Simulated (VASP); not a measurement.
A run of VASP 6.6.1:

File POSCAR:

```
Ti
1.0
    2.8439925353      0.0000000000      0.0000000000
   -1.4219962677      2.4629697838      0.0000000000
    0.0000000000      0.0000000000      4.9403375303
Ti
2
Direct
    0.3333333333      0.6666666667      0.2500000000
    0.6666666667      0.3333333333      0.7500000000
```

INCAR.step1

```
SYSTEM = Ti
PREC     = Accurate       ! precision mode
ENCUT    = 520            ! plane-wave cutoff, eV
ISMEAR   = 0              ! smearing method
SIGMA    = 0.15           ! smearing width, eV
LREAL    = .False.        ! projectors in reciprocal space
LASPH    = .True.         ! aspherical terms in the spheres
NELM     = 100            ! most SCF steps
NBANDS   = 19             ! bands
GGA      = PE             ! functional
ALGO     = Normal         ! electronic algorithm
EDIFF    = 1E-4           ! SCF threshold, eV
LWAVE    = .True.         ! write WAVECAR
LCHARG   = .False.        ! write CHGCAR
```

File INCAR.step2:

```
SYSTEM = Ti
PREC     = Accurate       ! precision mode
ENCUT    = 520            ! plane-wave cutoff, eV
EDIFF    = 1E-6           ! SCF threshold, eV
ISMEAR   = 0              ! smearing method
SIGMA    = 0.15           ! smearing width, eV
LREAL    = .False.        ! projectors in reciprocal space
LASPH    = .True.         ! aspherical terms in the spheres
NELM     = 100            ! most SCF steps
ALGO     = Normal         ! electronic algorithm
ISIF     = 2              ! what is computed and relaxed
LWAVE    = .False.        ! write WAVECAR
LCHARG   = .False.        ! write CHGCAR
METAGGA  = R2SCAN         ! meta-GGA
LMIXTAU  = .True.       
NBANDS   = 19             ! bands
ISTART   = 1
```

The input KPOINTS:

```
regular mesh
0
Gamma
  24 24 14
  0 0 0
```

Potentials or basis: VASP PAW PBE potentials, release 64 (Ti_sv).

Launch:

```bash
$ cat potpaw_PBE.64/Ti_sv/POTCAR > POTCAR
$ cp INCAR.step1 INCAR
$ mpirun -np 1 vasp_std > vasp.out
$ cp INCAR.step2 INCAR
$ mpirun -np 1 vasp_std > vasp.out
```

Hardware: 1 thread of Intel(R) Xeon(R) 6975P-C (Granite Rapids) (shared host).

Problem. How long does it take, and how much memory?

Solution. It took 6 min on 1 thread of Intel(R) Xeon(R) 6975P-C (Granite Rapids), with other jobs on the host, peak memory 0.36 GiB. Counts: k points 488.
